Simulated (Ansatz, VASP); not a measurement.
One calculation of Zr2HS4, two programs

INCAR

```
  PREC = Accurate
  ENCUT = 400
  EDIFF = 1E-6
  ISMEAR = 0
  SIGMA = 0.05
  LREAL = False
  LASPH = True
  NELM = 120
  ALGO = Normal
  ISIF = 2
  LWAVE = False
  LCHARG = False
  LDIPOL = True
  IDIPOL = 3
  DIPOL = 0.5 0.5 0.289
  GGA = PE
  IVDW = 12
  NBANDS = 62
  GGA_COMPAT = False
  NELMDL = -8
```

Contents of KPOINTS:

```
regular mesh
0
Gamma
  6 6 1
```

File POSCAR:

```
Zr2HS4
1.0
    7.2976778227      0.0000000000      0.0000000000
   -3.6488389114      6.3199743831      0.0000000000
    0.0000000000      0.0000000000     20.9171506047
S Zr H
8 4 2
Direct
    0.3333333333      0.1666666667      0.1912306354
    0.3333333333      0.6666666667      0.1912306354
    0.8333333333      0.1666666667      0.1912306354
    0.8333333333      0.6666666667      0.1912306354
    0.1666666667      0.3333333333      0.3306927762
    0.1666666667      0.8333333333      0.3306927762
    0.6666666667      0.3333333333      0.3306927762
    0.6666666667      0.8333333333      0.3306927762
    0.0000000000      0.0000000000      0.2609617058
    0.0000000000      0.5000000000      0.2609617058
    0.5000000000      0.0000000000      0.2609617058
    0.5000000000      0.5000000000      0.2609617058
    0.3869988249      0.7739976498      0.4549926892
    0.4463345084      0.8926690169      0.4549926892
```

Input for Ansatz:

```yaml
crystal:
  lattice:
    - [7.2976778227, 0.0, 0.0]
    - [-3.6488389114, 6.3199743831, 0.0]
    - [0.0, 0.0, 20.9171506047]
  atoms:
    - { symbol: S, position: [0.3333333333, 0.1666666667, 0.1912306354] }
    - { symbol: S, position: [0.3333333333, 0.6666666667, 0.1912306354] }
    - { symbol: S, position: [0.8333333333, 0.1666666667, 0.1912306354] }
    - { symbol: S, position: [0.8333333333, 0.6666666667, 0.1912306354] }
    - { symbol: Zr, position: [0.0, 0.0, 0.2609617058] }
    - { symbol: Zr, position: [0.0, 0.5, 0.2609617058] }
    - { symbol: Zr, position: [0.5, 0.0, 0.2609617058] }
    - { symbol: Zr, position: [0.5, 0.5, 0.2609617058] }
    - { symbol: S, position: [0.1666666667, 0.3333333333, 0.3306927762] }
    - { symbol: S, position: [0.1666666667, 0.8333333333, 0.3306927762] }
    - { symbol: S, position: [0.6666666667, 0.3333333333, 0.3306927762] }
    - { symbol: S, position: [0.6666666667, 0.8333333333, 0.3306927762] }
    - { symbol: H, position: [0.3869988249, 0.7739976498, 0.4549926892] }
    - { symbol: H, position: [0.4463345084, 0.8926690169, 0.4549926892] }
basis:
  ecutwfc: 420
kpoints:
  mp_grid: { grid: [6, 6, 1] }
hamiltonian:
  xc: pbe
  pseudopotentials: { kind: paw, azcp: { folder: soft_1 } }
  dispersion: d3bj
scf:
  occupations: { method: gaussian, width: 0.05 }
output:
  forces: true
  eigenvalues: true
efield:
  axis: 3
  dipole_correction: true
  ramp_width: 0.04
```

Alike in both runs: task single point; functional PBE; dispersion D3(BJ); k mesh 6 × 6 × 1; occupations gaussian, width 0.05 eV; no spin polarisation.

```csv
,VASP,Ansatz
version,VASP 6.6.1,Ansatz 0.2.0
potentials or method,"VASP PAW PBE potentials, release 64 (S, Zr_sv, H), cutoff 400 eV","scalar-relativistic, plane waves, PAW"
valence electrons in the cell,98,98
```

|  | VASP | Ansatz | Ansatz less VASP |
| --- | --- | --- | --- |
| gap on the k mesh at the Fermi level (eV) | 1.10 | 1.10 | +0.003 |
| least direct gap on the mesh (eV) | 1.10 | 1.10 | +0.003 |
| rms of the force components (eV/Å) | 0.019 | 0.019 | +0.0007 |
